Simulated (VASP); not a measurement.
# TlCl (Pm-3m) in VASP: a series of runs, part 2 of 2

VASP 6.6.1. Earlier steps stand in the parts before.

### Step 3. Relaxation of cell and atoms, PBE+D3(BJ)

This run uses another cell than the first one, of 28.26 Å³/atom.

File INCAR:

```
PREC = Accurate
ENCUT = 500
EDIFF = 1E-7
ISMEAR = -1
SIGMA = 0.02
LREAL = False
LASPH = True
NELM = 120
ALGO = Normal
ISIF = 3
LWAVE = False
LCHARG = False
GGA = PE
IVDW = 12
IBRION = 2
NSW = 80
EDIFFG = -0.005
GGA_COMPAT = False
NELMIN = 4
```

File KPOINTS:

```
regular mesh
0
Gamma
  6 6 6
```

File POSCAR:

```
TlCl
1.0
    3.8374673800      0.0000000000      0.0000000000
    0.0000000000      3.8374673800      0.0000000000
    0.0000000000      0.0000000000      3.8374673800
Tl Cl
1 1
Direct
    0.0000000000      0.0000000000      0.0000000000
    0.5000000000      0.5000000000      0.5000000000
```

Potentials or basis: VASP PAW PBE potentials, release 64 (Tl_d, Cl).

Run with:

```
cat potpaw_PBE.64/Tl_d/POTCAR potpaw_PBE.64/Cl/POTCAR > POTCAR
mpirun -np 1 vasp_std > vasp.out
```

OUTCAR:

```text
PREC = Accurate
   ENCUT = 500
   EDIFF = 1E-7
   ISMEAR = -1
   LREAL = False
   LASPH = True
   NELM = 120
   ISIF = 3
   GGA = PE
   IVDW = 12
   IBRION = 2
   NSW = 80
   EDIFFG = -0.005
   NELMIN = 4
 IVDW          = 12

 ion  position               nearest neighbor table
   1  0.000  0.000  0.000-   2 3.32   2 3.32   2 3.32   2 3.32   2 3.32   2 3.32   2 3.32   2 3.32

   2  0.500  0.500  0.500-   1 3.32   1 3.32   1 3.32   1 3.32   1 3.32   1 3.32   1 3.32   1 3.32

  LATTYP: Found a simple cubic cell.
 ALAT       =     3.8374673800

  Lattice vectors:

 A1 = (   3.8374673800,   0.0000000000,   0.0000000000)
 A2 = (   0.0000000000,   3.8374673800,   0.0000000000)
 A3 = (   0.0000000000,   0.0000000000,   3.8374673800)

Analysis of symmetry for initial positions (statically):
=====================================================================
 Subroutine PRICEL returns:
 Original cell was already a primitive cell.

 Routine SETGRP: Setting up the symmetry group for a
 simple cubic supercell.

 Subroutine GETGRP returns: Found 48 space group operations
 (whereof 48 operations were pure point group operations)
 out of a pool of 48 trial point group operations.

The static configuration has the point symmetry O_h .

Analysis of symmetry for dynamics (positions and initial velocities):
=====================================================================
 Subroutine PRICEL returns:
[... 135 lines left out ...]
 conjugate gradient relaxation of ions
 non-spin polarized calculation
  energy-cutoff  :      500.00
  volume of cell :       56.51
 maximum number of plane-waves:      1472
 NGX is ok and might be reduce to    28
   NGX = 13   NGY = 13   NGZ = 13

--------------------------------------- Ionic step        1  -------------------------------------------

 number of electron      19.9999993 magnetization

 Free energy of the ion-electron system (eV)
  ---------------------------------------------------
  ext. energy  EPLUGINS =         0.00000000
  ---------------------------------------------------
  free energy    TOTEN  =        -6.00526464 eV

  energy without entropy =       -6.00526464  energy(sigma->0) =       -6.00526464

------------------------ aborting loop because EDIFF is reached ----------------------------------------

 Edisp (eV)   -0.50945

 E8    (eV) :    -0.2329
[... 271 lines left out ...]
--------------------------------------- Ionic step        8  -------------------------------------------

 number of electron      20.0000006 magnetization

 Free energy of the ion-electron system (eV)
  ---------------------------------------------------
  ext. energy  EPLUGINS =         0.00000000
  ---------------------------------------------------
  free energy    TOTEN  =        -6.01311933 eV

  energy without entropy =       -6.01311933  energy(sigma->0) =       -6.01311933

 E-fermi :   2.4399     XC(G=0):  -8.8299

 val. band max:        2.0270727230   @ k =   0.5000   0.0000   0.0000
 cond. band min:       4.2591709319   @ k =   0.5000   0.0000   0.0000
 fundamental gap:      2.2320982089
 Fermi energy:         2.4398615057

 k-point     1 :       0.0000    0.0000    0.0000
  band No.  band energies     occupation
      1     -11.3745      2.00000
      2      -7.7935      2.00000
      3      -7.7935      2.00000
      4      -7.5893      2.00000
      5      -7.5893      2.00000
      6      -7.5893      2.00000
      7      -2.3827      2.00000
      8       0.7869      2.00000
      9       0.7869      2.00000
     10       0.7869      2.00000
     11       9.6089      0.00000
     12       9.6089      0.00000
     13       9.6089      0.00000
     14      10.0179      0.00000
[... 354 lines left out ...]
  FREE ENERGIE OF THE ION-ELECTRON SYSTEM (eV)
  ---------------------------------------------------
  free  energy   TOTEN  =        -6.5481370026 eV

  energy  without entropy=       -6.5481370026  energy(sigma->0) =       -6.54813700

 reached required accuracy - stopping structural energy minimisation
```

OSZICAR:

```text
N       E                     dE             d eps       ncg     rms          rms(c)
DAV:   1     0.954723886807E+02    0.95472E+02   -0.10026E+04   592   0.122E+03
DAV:   2    -0.252484057301E+01   -0.97997E+02   -0.94273E+02   686   0.246E+02
DAV:   3    -0.638930748681E+01   -0.38645E+01   -0.38573E+01   614   0.453E+01
[... 75 lines left out ...]
DAV:   1    -0.601312137377E+01    0.10666E-04   -0.38719E-05   560   0.535E-02    0.855E-03
DAV:   2    -0.601311985033E+01    0.15234E-05   -0.38159E-06   560   0.151E-02    0.257E-03
DAV:   3    -0.601311957042E+01    0.27991E-06   -0.84597E-07   560   0.752E-03    0.192E-03
DAV:   4    -0.601311937541E+01    0.19501E-06   -0.23940E-08   280   0.132E-03    0.534E-04
DAV:   5    -0.601311932672E+01    0.48689E-07   -0.67197E-09   280   0.691E-04
   8 F= -.65481370E+01 E0= -.65481370E+01  d E =-.914442E-06
```

It took 1.7 min on 1 thread of Intel Xeon 8259CL, shared host; peak memory 0.17 GiB.

What came out:

```yaml
Free_energy: -6.5481 eV
Relaxed_volume: 30.04 Å³/atom
Relaxed_cell: a = 3.916 Å, b = 3.916 Å, c = 3.916 Å, α = 90.00°, β = 90.00°, γ = 90.00°
Space_group_after_relaxing_to_0.1_Å: Pm-3m (No. 221)
Energy_gained_by_relaxing: 16.7 meV/atom
Ionic_steps: 8
Pressure_after_relaxing: 0.0 GPa
Band_gap_on_the_k_mesh: 2.23 eV
Dispersion_energy_per_atom: -0.268 eV
```

Step by step:
```
step  energy change (eV)  largest force (eV/Å)  pressure (GPa)  volume (Å³)
   1              0.0000                0.0000            0.44        56.51
   2             -0.0026                0.0000            0.96        57.14
   3             -0.0269                0.0000            2.03        59.06
   4             -0.0097                0.0000           -1.54        63.04
   5             -0.0277                0.0000           -1.37        61.24
   6             -0.0334                0.0000           -0.11        60.15
   7             -0.0334                0.0000            0.03        60.07
   8             -0.0334                0.0000            0.02        60.07
```

Final structure:
```
Tl Cl
1.0
     3.91650    0.00000    0.00000
     0.00000    3.91650    0.00000
     0.00000    0.00000    3.91650
Tl Cl
1 1
Direct
  0.00000 0.00000 0.00000
  0.50000 0.50000 0.50000
```

Levels at points of the mesh, in eV from the valence-band top:
```csv
k point,band 6,band 7,band 8,band 9,band 10,band 11,band 12,band 13,band 14
"(0.00, 0.00, 0.00)",-9.62,-4.41,-1.24,-1.24,-1.24,7.58,7.58,7.58,7.99
"(0.50, 0.00, 0.00)",-9.61,-5.08,-0.87,-0.87,0.00,2.23,6.55,6.55,9.02
"(0.50, 0.50, 0.00)",-9.57,-3.28,-2.56,-2.56,-0.82,4.83,4.83,8.20,8.45
"(0.50, 0.50, 0.50)",-9.56,-2.23,-1.71,-1.71,-1.71,2.77,2.77,2.77,12.51
```

Caveat: spin-orbit coupling is left out, which moves the levels of the heavy elements.

### Step 4. Relaxation of cell and atoms, PBE+D4

This run uses another cell than the first one, of 30.07 Å³/atom.

File INCAR:

```
PREC = Accurate
ENCUT = 500
EDIFF = 1E-7
ISMEAR = -1
SIGMA = 0.02
LREAL = F
LASPH = T
NELM = 120
ALGO = Normal
ISIF = 3
LWAVE = F
LCHARG = F
GGA = PE
IVDW = 13
IBRION = 2
NSW = 80
EDIFFG = -0.005
GGA_COMPAT = F
NELMIN = 4
```

KPOINTS is that of step 3.

File POSCAR:

```
TlCl
1.0
    3.9177538503      0.0000000000      0.0000000000
    0.0000000000      3.9177538503      0.0000000000
    0.0000000000      0.0000000000      3.9177538503
Tl Cl
1 1
Direct
    0.0000000000      0.0000000000      0.0000000000
    0.5000000000      0.5000000000      0.5000000000
```

Run with:

```
cat potpaw_PBE.64/Tl_d/POTCAR potpaw_PBE.64/Cl/POTCAR > POTCAR
mpirun -np 1 vasp_std > vasp.out
```

Wall time 2.5 min (1 thread of Intel Xeon 8259CL, shared host); peak memory 0.18 GiB.

Results (log left out):

| Item | Value |
| --- | --- |
| Free energy | -6.7984 eV |
| Relaxed volume | 30.81 Å³/atom |
| Relaxed cell | a = 3.950 Å, b = 3.950 Å, c = 3.950 Å, α = 90.00°, β = 90.00°, γ = 90.00° |
| Space group after relaxing (to 0.1 Å) | Pm-3m (No. 221) |
| Energy gained by relaxing | 21.0 meV/atom |
| Ionic steps | 9 |
| Pressure after relaxing | 0.0 GPa |
| Band gap on the k mesh | 2.29 eV |
| Dispersion energy per atom | -0.395 eV |

The path:
| step | energy change (eV) | largest force (eV/Å) | pressure (GPa) | volume (Å³) |
| --- | --- | --- | --- | --- |
| 1 | 0.0000 | 0.0000 | 10.04 | 60.13 |
| 2 | 0.3262 | 0.0000 | -4.32 | 78.06 |
| 3 | 0.1499 | 0.0000 | -3.90 | 71.28 |
| 4 | 0.0677 | 0.0000 | -3.36 | 67.63 |
| 5 | -0.0127 | 0.0000 | -3.18 | 63.81 |
| 6 | -0.0410 | 0.0000 | -1.05 | 61.95 |
| 7 | -0.0403 | 0.0000 | 1.70 | 61.26 |
| 8 | -0.0421 | 0.0000 | -0.23 | 61.69 |
| 9 | -0.0421 | 0.0000 | 0.02 | 61.62 |

Final structure:
```
CELL_PARAMETERS angstrom
3.94982 0.00000 0.00000
0.00000 3.94982 0.00000
0.00000 0.00000 3.94982
ATOMIC_POSITIONS crystal
Tl 0.00000 0.00000 0.00000
Cl 0.50000 0.50000 0.50000
```

Levels at points of the mesh, in eV from the valence-band top:
```tsv
k point	band 8	band 9	band 10	band 11	band 12	band 13
(0.00, 0.00, 0.00)	-1.13	-1.13	-1.13	7.48	7.48	7.48
(0.50, 0.00, 0.00)	-0.78	-0.78	0.00	2.29	6.53	6.53
(0.50, 0.50, 0.00)	-2.40	-2.40	-0.73	4.81	4.81	8.09
(0.50, 0.50, 0.50)	-1.59	-1.59	-1.59	2.85	2.85	2.85
```

Caveat: spin-orbit coupling is left out, which moves the levels of the heavy elements.

### Step 5. Relaxation of cell and atoms, r2SCAN+rVV10

This run uses another cell than the first one, of 30.07 Å³/atom.

POSCAR is that of step 4.

File INCAR.step1:

```
PREC     = Accurate       # precision mode
ENCUT    = 550            # plane-wave cutoff, eV
ISMEAR   = -1             # smearing method
SIGMA    = 0.02           # smearing width, eV
LREAL    = F              # projectors in reciprocal space
LASPH    = T              # aspherical terms in the spheres
NELM     = 120            # most SCF steps
GGA      = PE             # functional
ALGO     = Normal         # electronic algorithm
EDIFF    = 1E-5           # SCF threshold, eV
LWAVE    = T              # write WAVECAR
LCHARG   = F              # write CHGCAR
GGA_COMPAT= F            
IBRION   = 2              # ionic algorithm
ISIF     = 3              # what is computed and relaxed
EDIFFG   = -0.005         # ionic threshold
NELMIN   = 4            
NSW      = 100            # ionic steps
```

File INCAR.step2:

```
PREC     = Accurate       # precision mode
ENCUT    = 550            # plane-wave cutoff, eV
EDIFF    = 1E-7           # SCF threshold, eV
ISMEAR   = -1             # smearing method
SIGMA    = 0.02           # smearing width, eV
LREAL    = F              # projectors in reciprocal space
LASPH    = T              # aspherical terms in the spheres
NELM     = 120            # most SCF steps
ALGO     = Normal         # electronic algorithm
ISIF     = 3              # what is computed and relaxed
LWAVE    = F              # write WAVECAR
LCHARG   = F              # write CHGCAR
METAGGA  = R2SCAN         # meta-GGA
LMIXTAU  = T            
LUSE_VDW = T            
IVDW_NL  = 2            
BPARAM   = 11.95        
CPARAM   = 0.0093       
IBRION   = 2              # ionic algorithm
NSW      = 80             # ionic steps
EDIFFG   = -0.005         # ionic threshold
ISTART   = 1            
GGA_COMPAT= F            
NELMIN   = 4
```

File KPOINTS:

```
Automatic mesh
0
Gamma
  6 6 6
```

Run with:

```
cat potpaw_PBE.64/Tl_d/POTCAR potpaw_PBE.64/Cl/POTCAR > POTCAR
cp INCAR.step1 INCAR
mpirun -np 1 vasp_std > vasp.out
cp INCAR.step2 INCAR
mpirun -np 1 vasp_std > vasp.out
```

Wall time 9 min (1 thread of Intel Xeon 8259CL, shared host); peak memory 0.3 GiB.

Results (log left out):

```yaml
Free_energy: -60.9748 eV
Relaxed_volume: 27.38 Å³/atom
Relaxed_cell: a = 3.797 Å, b = 3.797 Å, c = 3.797 Å, α = 90.00°, β = 90.00°, γ = 90.00°
Space_group_after_relaxing_to_0.1_Å: Pm-3m (No. 221)
Energy_gained_by_relaxing: 21.8 meV/atom
Ionic_steps: 5
Pressure_after_relaxing: 0.0 GPa
Band_gap_on_the_k_mesh: 2.38 eV
```

Step by step:
```
step  energy change (eV)  largest force (eV/Å)  pressure (GPa)  volume (Å³)
   1              0.0000                0.0000           -2.37        60.13
   2             -0.0394                0.0000           -0.84        56.34
   3             -0.0436                0.0000           -0.08        54.85
   4             -0.0436                0.0000            0.04        54.71
   5             -0.0436                0.0000            0.00        54.76
```

Final structure:
```
CELL_PARAMETERS angstrom
3.79743 0.00000 0.00000
0.00000 3.79743 0.00000
0.00000 0.00000 3.79743
ATOMIC_POSITIONS crystal
Tl 0.00000 0.00000 0.00000
Cl 0.50000 0.50000 0.50000
```

Levels at points of the mesh, in eV from the valence-band top:
```csv
k point,band 8,band 9,band 10,band 11,band 12,band 13
"(0.00, 0.00, 0.00)",-1.77,-1.77,-1.77,8.22,8.43,8.43
"(0.50, 0.00, 0.00)",-1.31,-1.31,0.00,2.38,7.02,7.02
"(0.50, 0.50, 0.00)",-3.30,-3.30,-1.27,5.29,5.29,8.98
"(0.50, 0.50, 0.50)",-2.29,-2.29,-2.09,2.75,2.75,2.75
```

Caveat: the PAW data sets were made with another functional, which shifts forces and pressure a little; spin-orbit coupling is left out, which moves the levels of the heavy elements. A k mesh can miss the band edges.

### Step 6. Single point, PBE, non-collinear spin, zero start, spin-orbit coupling

File INCAR:

```
  PREC = Accurate
  ENCUT = 500
  EDIFF = 1E-6
  ISMEAR = 0
  SIGMA = 0.01
  LREAL = F
  LASPH = T
  NELM = 200
  ALGO = Normal
  ISIF = 2
  LWAVE = F
  LCHARG = F
  MAGMOM = 0 0 0 0 0 0
  LORBIT = 11
  LSORBIT = T
  GGA_COMPAT = F
  LORBMOM = T
  GGA = PE
  NBANDS = 32
```

KPOINTS is that of step 5.

File POSCAR:

```
TlCl
1.0
    3.7936346943      0.0000000000      0.0000000000
    0.0000000000      3.7936346943      0.0000000000
    0.0000000000      0.0000000000      3.7936346943
Tl Cl
1 1
Direct
    0.0000000000      0.0000000000      0.0000000000
    0.5000000000      0.5000000000      0.5000000000
```

Potentials or basis: VASP PAW PBE potentials, release 64 (Tl_d, Cl).

Run with:

```
cat potpaw_PBE.64/Tl_d/POTCAR potpaw_PBE.64/Cl/POTCAR > POTCAR
mpirun -np 1 vasp_ncl > vasp.out
```

Run time: 62 s. Hardware: 1 thread of Intel Xeon 8259CL, shared host; peak memory 0.26 GiB.

The run converged. Its results:

```yaml
Free_energy: -6.1659 eV
Pressure: 2.0 GPa
Net_moment: 0.00 μB per cell
Valence_electrons_inside_the_program's_atomic_spheres: Tl 11.12; Cl 5.10
```

Moments on the atoms (μB; x, y, z):
```
Tl  0.00 0.00 0.00
Cl  0.00 0.00 0.00
```

### Step 7. Summary

```csv
task,level,spin,cell,cutoff (eV),smearing,gap on the mesh (eV),pressure (GPa),relaxed volume (Å³/atom)
single point,r2SCAN,off,"a = 3.794 Å, 2 atoms",550,gaussian 0.01 eV,2.43,1.0,-
relaxation of cell and atoms,PBE+D3(BJ),off,"relaxed from a = 3.837 Å, 2 atoms",500,fermi-dirac 0.02 eV,2.23,0.0,30.04
relaxation of cell and atoms,PBE+D4,off,"relaxed from a = 3.918 Å, 2 atoms",500,fermi-dirac 0.02 eV,2.29,0.0,30.81
relaxation of cell and atoms,r2SCAN+rVV10,off,"relaxed from a = 3.918 Å, 2 atoms",550,fermi-dirac 0.02 eV,2.38,0.0,27.38
single point,PBE,"non-collinear, zero start, SOC","a = 3.794 Å, 2 atoms",500,gaussian 0.01 eV,-,2.0,-
```

Alike in all rows: potentials or basis VASP PAW PBE potentials, release 64 (Tl_d, Cl); k mesh 6 × 6 × 6.

Caveats: spin-orbit coupling is left out, which moves the levels of the heavy elements (at least some runs); the PAW data sets were made with another functional, which shifts forces and pressure a little (at least some runs).

Total energies depend on the potentials used, so only differences within one code and one set of settings carry meaning.
